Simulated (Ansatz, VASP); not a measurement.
## One calculation of Ni, two programs

Contents of INCAR:

```
ALGO     = Normal         # electronic algorithm
DIPOL    = 0.5 0.5 0.500
EDIFF    = 1E-7           # SCF threshold, eV
ENCUT    = 520            # plane-wave cutoff, eV
IDIPOL   = 3            
ISIF     = 2              # what is computed and relaxed
ISMEAR   = -1             # smearing method
ISPIN    = 2              # spin polarisation
LASPH    = T              # aspherical terms in the spheres
LCHARG   = F              # write CHGCAR
LDIPOL   = T            
LMAXMIX  = 4              # l up to which the mixer works
LORBIT   = 11             # projections on sites
LREAL    = F              # projectors in reciprocal space
LWAVE    = F              # write WAVECAR
MAGMOM   = 1 1 1 1 1      # initial moments
NBANDS   = 37             # bands
NELM     = 150            # most SCF steps
PREC     = Accurate       # precision mode
SIGMA    = 0.1            # smearing width, eV
```

Contents of KPOINTS:

```
k-points
0
Gamma
  15 15 1
```

File POSCAR:

```
Ni
1.0
    2.4218354248      0.0000000000      0.0000000000
   -1.2109177124      2.0973710016      0.0000000000
    0.0000000000      0.0000000000     14.8588000000
Ni
5
Direct
    0.3333333333      0.1666666667      0.2355522419
    0.6666666667      0.8333333333      0.3669296417
    1.0000000000      0.5000000000      0.4999999558
    0.3333333333      0.1666666667      0.6330703104
    0.6666666667      0.8333333333      0.7644477581
```

Input for Ansatz:

```yaml
crystal:
  lattice:
    - [2.4218354248, 0.0, 0.0]
    - [-1.2109177124, 2.0973710016, 0.0]
    - [0.0, 0.0, 14.8588]
  atoms:
    - { symbol: Ni, position: [0.3333333333, 0.1666666667, 0.2355522419], spin: 1.0 }
    - { symbol: Ni, position: [0.6666666667, 0.8333333333, 0.3669296417], spin: 1.0 }
    - { symbol: Ni, position: [1.0, 0.5, 0.4999999558], spin: 1.0 }
    - { symbol: Ni, position: [0.3333333333, 0.1666666667, 0.6330703104], spin: 1.0 }
    - { symbol: Ni, position: [0.6666666667, 0.8333333333, 0.7644477581], spin: 1.0 }
magnetization:
  spin_polarized: true
kpoints:
  mp_grid: { grid: [15, 15, 1] }
scf:
  occupations: { method: fermi_dirac, width: 0.1 }
hamiltonian:
  xc: lda
  pseudopotentials: { kind: paw }
output:
  forces: true
  stress: true
  eigenvalues: true
efield:
  axis: 3
  amplitude: 0
  dipole_correction: true
```

Alike in both runs: task single point; functional LDA; k mesh 15 × 15 × 1; occupations fermi-dirac, width 0.1 eV; collinear spin.

|  | VASP | Ansatz |
| --- | --- | --- |
| version | VASP 6.6.1 | Ansatz 0.2.0 |
| potentials or method | VASP PAW LDA potentials, release 64 (Ni) | PAW with Ansatz's default frozen-core files, scalar-relativistic |
| plane-wave cutoff (eV) | 520 | 420 |
| valence electrons in the cell | 50 | 90 |

|  | VASP | Ansatz | Ansatz less VASP |
| --- | --- | --- | --- |
| rms of the force components (eV/Å) | 0.004 | 0.002 | -0.0014 |
| net moment per atom (μB) | 0.60 | 0.63 | +0.028 |
| size of the moment on the site where the two differ most (μB) | 0.61 | 0.66 | +0.054 |

LDA's correlation is that of Perdew and Zunger in VASP and of Perdew and Wang (1992) in Ansatz. Site moments also hang on the region over which each program counts them. Atom by atom the forces differ by 0.002 eV/Å (rms over components). VASP's potentials hold 50 valence electrons a cell and Ansatz's 90, so a difference there can come from the potentials and not from the codes. Ansatz's warnings: vacuum density over bound.
